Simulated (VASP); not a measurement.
# PbF2 (Fm-3m) in VASP: molecular dynamics with PBE+D3(BJ)

Aim: the molecular dynamics of PbF2 with PBE+D3(BJ).

Everything below comes from runs of VASP 6.6.1. Logs are shortened: lines on timing, memory, paths and dates and some standing lists are left out, and cuts for length are marked.

## 1. The cell of the first run

The structure is cubic, space group Fm-3m (No. 225). Conventional cell: a = 6.131 Å, b = 6.131 Å, c = 6.131 Å, α = 90.00°, β = 90.00°, γ = 90.00°. Pb (site symmetry m-3m) has 8 F at 2.65 Å within 3.5 Å. Within 3.5 Å of F (site symmetry -43m) lie 4 Pb at 2.65 Å and 6 F at 3.07 Å.

## 2. Molecular dynamics, PBE+D3(BJ)

File INCAR:

```
PREC = Accurate ; ENCUT = 520
EDIFF = 1E-5 ; ISMEAR = -1
SIGMA = 0.2241 ; LREAL = Auto
LASPH = True ; NELM = 100
ALGO = Normal ; ISIF = 2
LWAVE = False ; LCHARG = False
GGA = PE ; IVDW = 12
NBANDS = 99 ; IBRION = 0
NSW = 40 ; POTIM = 1.0
TEBEG = 2600.0 ; TEEND = 2600.0
ISYM = 0 ; NELMIN = 4
RANDOM_SEED = 56065 0 0 ; MDALGO = 2
SMASS = 0
```

File KPOINTS:

```
Automatic mesh
0
Gamma
  2 2 2
  0.5 0.5 0.5
```

File POSCAR:

```
PbF2
1.0
    3.0657171009     -3.0657171009      6.1314342018
    6.1314342018      3.0657171009      3.0657171009
   -3.0657171009      3.0657171009      6.1314342018
Pb F
6 12
Direct
    0.0000000000      0.0000000000      0.0000000000
    0.3333333333      0.3333333333      0.0000000000
    0.6666666667      0.6666666667      0.0000000000
    0.5000000000      0.0000000000      0.5000000000
    0.1666666667      0.6666666667      0.5000000000
    0.8333333333      0.3333333333      0.5000000000
    0.9583333333      0.3333333333      0.1250000000
    0.2916666667      0.6666666667      0.1250000000
    0.6250000000      1.0000000000      0.1250000000
    0.4583333333      0.3333333333      0.6250000000
    0.1250000000      1.0000000000      0.6250000000
    0.7916666667      0.6666666667      0.6250000000
    0.8750000000      0.0000000000      0.3750000000
    0.2083333333      0.3333333333      0.3750000000
    0.5416666667      0.6666666667      0.3750000000
    0.3750000000      1.0000000000      0.8750000000
    0.0416666667      0.6666666667      0.8750000000
    0.7083333333      0.3333333333      0.8750000000
```

Potentials or basis: VASP PAW PBE potentials, release 64 (Pb_d, F).

The run is started by

```sh
cat potpaw_PBE.64/Pb_d/POTCAR potpaw_PBE.64/F/POTCAR > POTCAR
mpirun -np 1 vasp_std > vasp.out
```

OUTCAR:

```text
PREC = Accurate
   ENCUT = 520
   EDIFF = 1E-5
   ISMEAR = -1
   LREAL = Auto
   LASPH = True
   NELM = 100
   ISIF = 2
   GGA = PE
   IVDW = 12
   IBRION = 0
   NSW = 40
   POTIM = 1.0
   TEBEG = 2600.0
   ISYM = 0
   NELMIN = 4
 IVDW          = 12

 ion  position               nearest neighbor table
   1  0.000  0.000  0.000-   7 2.65  17 2.65  11 2.65  13 2.65  16 2.65   9 2.65   8 2.65  18 2.65

   2  0.333  0.333  0.000-  16 2.65  10 2.65  14 2.65   7 2.65  17 2.65  18 2.65   9 2.65   8 2.65

   3  0.667  0.667  0.000-   9 2.65   8 2.65   7 2.65  12 2.65  15 2.65  17 2.65  16 2.65  18 2.65

   4  0.500  0.000  0.500-  10 2.65  15 2.65  11 2.65  13 2.65   9 2.65  16 2.65  12 2.65  14 2.65

   5  0.167  0.667  0.500-  11 2.65  10 2.65   8 2.65  12 2.65  15 2.65  17 2.65  13 2.65  14 2.65

   6  0.833  0.333  0.500-  13 2.65  10 2.65   7 2.65  14 2.65  15 2.65  18 2.65  11 2.65  12 2.65

   7  0.958  0.333  0.125-   1 2.65   2 2.65   3 2.65   6 2.65
   8  0.292  0.667  0.125-   3 2.65   5 2.65   1 2.65   2 2.65
   9  0.625  0.000  0.125-   3 2.65   1 2.65   4 2.65   2 2.65
  10  0.458  0.333  0.625-   4 2.65   2 2.65   5 2.65   6 2.65
  11  0.125  0.000  0.625-   5 2.65   4 2.65   1 2.65   6 2.65
  12  0.792  0.667  0.625-   3 2.65   5 2.65   4 2.65   6 2.65
  13  0.875  0.000  0.375-   6 2.65   4 2.65   1 2.65   5 2.65
  14  0.208  0.333  0.375-   2 2.65   6 2.65   4 2.65   5 2.65
  15  0.542  0.667  0.375-   4 2.65   3 2.65   5 2.65   6 2.65
  16  0.375  0.000  0.875-   2 2.65   1 2.65   4 2.65   3 2.65
  17  0.042  0.667  0.875-   1 2.65   2 2.65   3 2.65   5 2.65
  18  0.708  0.333  0.875-   2 2.65   6 2.65   1 2.65   3 2.65

IMPORTANT INFORMATION: All symmetrisations will be switched off!
NOSYMM: (Re-)initialisation of all symmetry stuff for point group C_1.

----------------------------------------------------------------------------------------

                                     Primitive cell

  volume of cell :     345.7622

  direct lattice vectors                    reciprocal lattice vectors
     3.065717101 -3.065717101  6.131434202     0.027182330 -0.135911649  0.081546989
     6.131434202  3.065717101  3.065717101     0.108729319  0.108729319  0.000000000
    -3.065717101  3.065717101  6.131434202    -0.081546989  0.081546989  0.081546989

  length of vectors
     7.509442593  7.509442593  7.509442593     0.160812832  0.153766478  0.141243529

  position of ions in fractional coordinates (direct lattice)
     0.000000000  0.000000000  0.000000000
     0.333333333  0.333333333  0.000000000
     0.666666667  0.666666667  0.000000000
     0.500000000  0.000000000  0.500000000
     0.166666667  0.666666667  0.500000000
     0.833333333  0.333333333  0.500000000
[... 10 lines left out ...]
     0.041666667  0.666666667  0.875000000
     0.708333333  0.333333333  0.875000000

  ion indices of the primitive-cell ions
   primitive index   ion index
                 1           1
                 2           2
                 3           3
                 4           4
                 5           5
                 6           6
[... 10 lines left out ...]
                17          17
                18          18

----------------------------------------------------------------------------------------

 KPOINTS: Automatic mesh

Automatic generation of k-mesh.
 Grid dimensions read from file:
 generate k-points for:    2    2    2

 Generating k-lattice:

  Cartesian coordinates                     Fractional coordinates (reciprocal lattice)
     0.013591165 -0.067955825  0.040773495     0.500000000  0.000000000  0.000000000
     0.054364660  0.054364660  0.000000000     0.000000000  0.500000000  0.000000000
    -0.040773495  0.040773495  0.040773495     0.000000000  0.000000000  0.500000000

  Length of vectors
     0.080406416  0.076883239  0.070621764

  Shift w.r.t. Gamma in fractional coordinates (k-lattice)
     0.500000000  0.500000000  0.500000000

 Subroutine IBZKPT returns following result:
 ===========================================

 Found      8 irreducible k-points:

 Following reciprocal coordinates:
            Coordinates               Weight
  0.250000  0.250000  0.250000      2.000000
 -0.250000  0.000000 -0.250000      2.000000
 -0.250000  0.250000  0.250000      2.000000
  0.250000  0.500000 -0.250000      2.000000
  0.250000 -0.250000  0.250000      2.000000
 -0.250000  0.500000 -0.250000      2.000000
 -0.250000 -0.250000  0.250000      2.000000
  0.250000  0.000000 -0.250000      2.000000
   k-points           NKPTS =      8   k-points in BZ     NKDIM =      8   number of bands    NBANDS=     99
   number of dos      NEDOS =    301   number of ions     NIONS =     18
   total plane-waves  NPLWV = 175616
   dimension x,y,z NGX =    56 NGY =   56 NGZ =   56
   dimension x,y,z NGXF=   112 NGYF=  112 NGZF=  112
   ions per type =               6  12
   NGX,Y,Z   is equivalent  to a cutoff of  12.40, 12.40, 12.40 a.u.
   NGXF,Y,Z  is equivalent  to a cutoff of  24.79, 24.79, 24.79 a.u.
 SYSTEM =  unknown system
   PREC   = accura    normal or accurate (medium, high low for compatibility)
   ISTART =      0    job   : 0-new  1-cont  2-samecut
   ICHARG =      2    charge: 1-file 2-atom 10-const
   ISPIN  =      1    spin polarized calculation?
   LNONCOLLINEAR =      F non collinear calculations
   LSORBIT =      F    spin-orbit coupling
   LASPH  =      T    aspherical Exc in radial PAW
   ENCUT  =  520.0 eV  38.22 Ry    6.18 a.u.  13.96 13.96 13.96*2*pi/ulx,y,z
   NELM   =    100;   NELMIN=  4; NELMDL= -5     # of ELM steps
   EDIFF  = 0.1E-04   stopping-criterion for ELM
   LREAL  =      T    real-space projection
   EDIFFG = 0.1E-03   stopping-criterion for IOM
   NSW    =     40    number of steps for IOM
   IBRION =      0    ionic relax: 0-MD 1-quasi-New 2-CG
   NFREE  =      0    steps in history (QN), initial steepest desc. (CG)
   ISIF   =      2    stress and relaxation
   ISYM   =      0    0-nonsym 1-usesym 2-fastsym
   POTIM  = 1.0000    time-step for ionic-motion
   TEBEG  = 2600.0;   TEEND  =2600.0 temperature during run
   PSTRESS=    0.0 pullay stress
   NELECT =     168.0000    total number of electrons
   NUPDOWN=      -1.0000    fix difference up-down
   EMIN   =  10.00;   EMAX   =-10.00  energy-range for DOS
   EFERMI =   0.00;   METHOD = LEGACY
   ISMEAR =    -1;   SIGMA  =   0.22  broadening in eV -4-tet -1-fermi 0-gaus
   EFERMI_NEDOS =   21; number of points for ismear=-14 and -15
   IALGO  =     38    algorithm
   IMIX   =      4    mixing-type and parameters
     AMIX     =   0.40;   BMIX     =  1.00
     AMIX_MAG =   1.60;   BMIX_MAG =  1.00
  volume/ion in A,a.u.               =      19.21       129.63
  Fermi-wavevector in a.u.,A,eV,Ry     =   1.287020  2.432116 22.536983  1.656422
  Thomas-Fermi vector in A             =   2.419060
   LORBIT       =      0    0 simple, 1 ext, 2 COOP (PROOUT), +10 PAW based schemes
   GGA     = PE    functional components
   LHFCALC =     F    Hartree Fock is set to
   AEXX    =    0.0000 exact exchange contribution
   IVDW    =    12    specifies the selected vdW correction
   LEPSILON=     F    determine dielectric tensor
   LRPA    =     F    only Hartree local field effects (RPA)
 molecular dynamics for ions
 non-spin polarized calculation
  energy-cutoff  :      520.00
  volume of cell :      345.76
 maximum number of plane-waves:      9313
   NGX = 27   NGY = 27   NGZ = 27

--------------------------------------- Ionic step        1  -------------------------------------------

 number of electron     168.0000059 magnetization

 Free energy of the ion-electron system (eV)
  ---------------------------------------------------
  ext. energy  EPLUGINS =         0.00000000
  ---------------------------------------------------
  free energy    TOTEN  =       -85.86178280 eV

  energy without entropy =      -85.86117310  energy(sigma->0) =      -85.86147795

------------------------ aborting loop because EDIFF is reached ----------------------------------------

 Edisp (eV)   -2.52616

 E8    (eV) :    -1.0944

  FORCE on cell =-STRESS in cart. coord.  units (eV):
  Direction    XX          YY          ZZ          XY          YZ          ZX
  --------------------------------------------------------------------------------------
  -------------------------------------------------------------------------------------
  Total      -8.75892    -8.75941    -8.75223    -0.01306     0.01368    -0.01324
  in kB     -40.58668   -40.58898   -40.55571    -0.06051     0.06338    -0.06135
  external pressure =      -40.58 kB  Pullay stress =        0.00 kB
[... 171 lines left out ...]
  ENERGY OF THE ELECTRON-ION-THERMOSTAT SYSTEM (eV)
  ---------------------------------------------------
% ion-electron   TOTEN  =       -88.375487  see above
  kinetic energy EKIN   =         5.700856
  kin. lattice  EKIN_LAT=         0.000000  (temperature 2594.32 K)
  nose potential ES     =        -0.000079
  nose kinetic   EPS    =         0.000000
  ---------------------------------------------------
  total energy   ETOTAL =       -82.674710 eV

[... ionic steps 4 to 37 ...]

--------------------------------------- Ionic step       38  -------------------------------------------

 number of electron     168.0000004 magnetization

------------------------ aborting loop because EDIFF is reached ----------------------------------------

 Edisp (eV)   -2.51153

 E8    (eV) :    -1.0882
[... 113 lines left out ...]
  ENERGY OF THE ELECTRON-ION-THERMOSTAT SYSTEM (eV)
  ---------------------------------------------------
% ion-electron   TOTEN  =       -84.781737  see above
  kinetic energy EKIN   =         6.284097
  kin. lattice  EKIN_LAT=         0.000000  (temperature 2859.74 K)
  nose potential ES     =        -4.317412
  nose kinetic   EPS    =         0.148703
  ---------------------------------------------------
  total energy   ETOTAL =       -82.666349 eV

--------------------------------------- Ionic step       40  -------------------------------------------

 number of electron     168.0000020 magnetization

 Free energy of the ion-electron system (eV)
  ---------------------------------------------------
  ext. energy  EPLUGINS =         0.00000000
  ---------------------------------------------------
  free energy    TOTEN  =       -82.17686713 eV

  energy without entropy =      -82.17366937  energy(sigma->0) =      -82.17526825

 E-fermi :   3.2944     XC(G=0):  -8.8414

 val. band max:        1.5097390671   @ k =  -0.2500   0.0000  -0.2500
 cond. band min:       5.0138580060   @ k =   0.2500  -0.2500   0.2500
 fundamental gap:      3.5041189388
 Fermi energy:         3.2944176384

 k-point     1 :       0.2500    0.2500    0.2500
  band No.  band energies     occupation
      1     -20.8465      2.00000
      2     -20.5581      2.00000
      3     -20.4816      2.00000
      4     -20.3610      2.00000
      5     -20.2005      2.00000
      6     -19.8128      2.00000
[... 781 lines left out ...]
     95       8.0249      0.00000
     96       8.1780      0.00000
 [bands above 96 left out]

------------------------ aborting loop because EDIFF is reached ----------------------------------------

 Edisp (eV)   -2.51265

 E8    (eV) :    -1.0888

  FORCE on cell =-STRESS in cart. coord.  units (eV):
  Direction    XX          YY          ZZ          XY          YZ          ZX
  --------------------------------------------------------------------------------------
  -------------------------------------------------------------------------------------
  Total       8.64772     8.86394     8.40890     0.41338    -2.66293    -1.13375
  in kB      40.07143    41.07333    38.96480     1.91549   -12.33937    -5.25351
  external pressure =       40.04 kB  Pullay stress =        0.00 kB
[... 39 lines left out ...]
  ENERGY OF THE ELECTRON-ION-THERMOSTAT SYSTEM (eV)
  ---------------------------------------------------
% ion-electron   TOTEN  =       -84.689519  see above
  kinetic energy EKIN   =         6.410889
  kin. lattice  EKIN_LAT=         0.000000  (temperature 2917.44 K)
  nose potential ES     =        -4.514311
  nose kinetic   EPS    =         0.126753
  ---------------------------------------------------
  total energy   ETOTAL =       -82.666188 eV
```

Run time: 78 min. Hardware: 1 thread of AMD EPYC 9R45 (Zen 5), shared host; peak memory 0.77 GiB.

Results:

```yaml
Dispersion_energy_per_atom: -0.140 eV
```

Caveat: the k points lie up to 0.51 Å⁻¹ apart; spin-orbit coupling is left out, which moves the levels of the heavy elements.
